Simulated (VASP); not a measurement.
Set up this calculation in VASP 6.6.1, as the native input.

| Item | Value |
| --- | --- |
| Task | single point |
| Functional | PBE |
| Potentials or basis | VASP PAW PBE potentials, release 64 (Ga_d, S) |
| Cutoff | 520 eV |
| k mesh | 12 × 12 × 12 |
| Occupations | gaussian, width 0.1 eV |
| Spin | no spin polarisation |
| Dipole correction | no |
| Further INCAR settings | ALGO = Normal; EDIFF = 1e-07; NBANDS = 30 |

The structure of Ga3S lies in POSCAR:

```
Ga3S
1.0
    4.3106592907      0.0000000000      0.0000000000
    0.0000000000      4.3106592907      0.0000000000
    0.0000000000      0.0000000000      4.3106592907
Ga S
3 1
Direct
    0.0000000000      0.5000000000      0.5000000000
    0.5000000000      0.0000000000      0.5000000000
    0.5000000000      0.5000000000      0.0000000000
    0.0000000000      0.0000000000      0.0000000000
```

These files were run (other wordings do the same):

INCAR

```
PREC = Accurate
ENCUT = 520
EDIFF = 1E-7
ISMEAR = 0
SIGMA = 0.1
LREAL = False
LASPH = True
NELM = 80
ALGO = Normal
ISIF = 2
LWAVE = False
LCHARG = True
GGA = PE
LELF = True
LVHAR = True
NBANDS = 30
```

KPOINTS

```
Automatic mesh
0
Gamma
  12 12 12
```

Potentials or basis: VASP PAW PBE potentials, release 64 (Ga_d, S).

Command:

```bash
$ cat potpaw_PBE.64/Ga_d/POTCAR potpaw_PBE.64/S/POTCAR > POTCAR
$ mpirun -np 1 vasp_std > vasp.out
```

Results of the run:

```yaml
Pressure: 0.0 GPa
Band_gap_on_the_k_mesh: zero (an odd number of electrons rules out a gap without spin polarisation)
```

Wall time 50 s on 1 thread of Intel(R) Xeon(R) 6975P-C (Granite Rapids), on a shared host, peak memory 0.29 GiB.
